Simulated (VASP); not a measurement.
Write the native input for VASP 6.6.1 that does the following.

```yaml
Task: single point
Functional: r2SCAN
Potentials_or_basis: VASP PAW PBE potentials, release 64 (Ni, Al)
Cutoff: 520 eV
k_mesh: 8 × 8 × 8
Occupations: fermi-dirac, width 0.05 eV
Spin: collinear spin, ferromagnetic start
Starting_moments: "[1.0, 1.0, 1.0, 0.0] μB"
Dipole_correction: no
Further_INCAR_settings: ALGO = Normal; EDIFF = 1e-06; NBANDS = 28
```

The system is AlNi3.

```xyz
4
Lattice="0.0000 2.8204 2.8204 2.8204 0.0000 2.8204 2.8204 2.8204 0.0000" Properties=species:S:1:pos:R:3 pbc="T T T"
Ni    4.2307    4.2307    4.2307
Ni    0.0000    0.0000    0.0000
Ni    1.4102    1.4102    1.4102
Al    2.8204    2.8204    2.8204
```

One way to write it, as run:

POSCAR

```
AlNi3
1.0
    0.0000000000      2.8204448505      2.8204448505
    2.8204448505      0.0000000000      2.8204448505
    2.8204448505      2.8204448505      0.0000000000
Ni Al
3 1
Direct
    0.7500000000      0.7500000000      0.7500000000
    0.0000000000      0.0000000000      0.0000000000
    0.2500000000      0.2500000000      0.2500000000
    0.5000000000      0.5000000000      0.5000000000
```

INCAR.step1

```
PREC = Accurate
ENCUT = 520
ISMEAR = -1
SIGMA = 0.05
LREAL = F
LASPH = T
NELM = 150
ISPIN = 2
MAGMOM = 1 1 1 0
LMAXMIX = 4
NBANDS = 28
GGA = PE
ALGO = Normal
EDIFF = 1E-4
LWAVE = T
LCHARG = F
```

INCAR.step2

```
PREC = Accurate
ENCUT = 520
EDIFF = 1E-6
ISMEAR = -1
SIGMA = 0.05
LREAL = F
LASPH = T
NELM = 150
ALGO = Normal
ISIF = 2
LWAVE = F
LCHARG = F
ISPIN = 2
MAGMOM = 1 1 1 0
LORBIT = 11
LMAXMIX = 4
METAGGA = R2SCAN
LMIXTAU = T
NBANDS = 28
ISTART = 1
```

KPOINTS

```
regular mesh
0
Gamma
  8 8 8
```

Potentials or basis: VASP PAW PBE potentials, release 64 (Ni, Al).

Run with:

```console
$ cat potpaw_PBE.64/Ni/POTCAR potpaw_PBE.64/Al/POTCAR > POTCAR
$ cp INCAR.step1 INCAR
$ mpirun -np 1 vasp_std > vasp.out
$ cp INCAR.step2 INCAR
$ mpirun -np 1 vasp_std > vasp.out
```

It gave:

```json
{
 "Pressure": "-3.6 GPa",
 "Net moment": "0.00 μB per cell",
 "Valence electrons inside the program's atomic spheres": "Ni 9.46, 9.40; Al 0.82"
}
```

Caveat: the PAW data sets were made with another functional, which shifts forces and pressure a little.

Run time: 7.1 min on 1 thread of AMD EPYC 9R45 (Zen 5) (shared host), peak memory 0.2 GiB.
